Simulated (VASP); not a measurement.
PbSe (Clausthalite):

```
CELL_PARAMETERS angstrom
0.00000 3.06065 3.06065
3.06065 0.00000 3.06065
3.06065 3.06065 0.00000
ATOMIC_POSITIONS crystal
Pb 0.00000 0.00000 0.00000
Se 0.50000 0.50000 0.50000
```

```yaml
Program: VASP 6.6.1
Task: relaxation of cell and atoms
Functional: PBE
Potentials_or_basis: VASP PAW PBE potentials, release 64 (Pb_d, Se)
Cutoff: 600 eV
k_mesh: 8 × 8 × 8
Occupations: fermi-dirac, width 0.05 eV
Spin: no spin polarisation
```

At the start: pressure 2.4 GPa; volume 28.67 Å³/atom.

Task: Where does the relaxation end?

Result: Over 3 steps the energy falls by 10.0 meV/atom and the volume is 30.05 Å³/atom (+4.8 %); space group Fm-3m (No. 225, to 0.05 Å).

The path:
```tsv
step	energy change (eV)	largest force (eV/Å)	pressure (GPa)	volume (Å³)
1	0.0000	0.0000	2.43	57.34
2	-0.0180	0.0000	-0.69	61.02
3	-0.0200	0.0000	0.02	60.09
```

Final structure:
```cif
data_structure
_symmetry_space_group_name_H-M 'P 1'
_symmetry_Int_Tables_number 1
_cell_length_a 4.3965
_cell_length_b 4.3965
_cell_length_c 4.3965
_cell_angle_alpha 60.000
_cell_angle_beta 60.000
_cell_angle_gamma 60.000
_cell_volume 60.09
loop_
_atom_site_label
_atom_site_type_symbol
_atom_site_fract_x
_atom_site_fract_y
_atom_site_fract_z
_atom_site_occupancy
Pb1 Pb 0.00000 0.00000 0.00000 1
Se1 Se 0.50000 0.50000 0.50000 1
```

The cell as given is a measured one (28.67 Å³/atom); PBE puts the equilibrium volume +4.8 % from it, thermal expansion not counted.
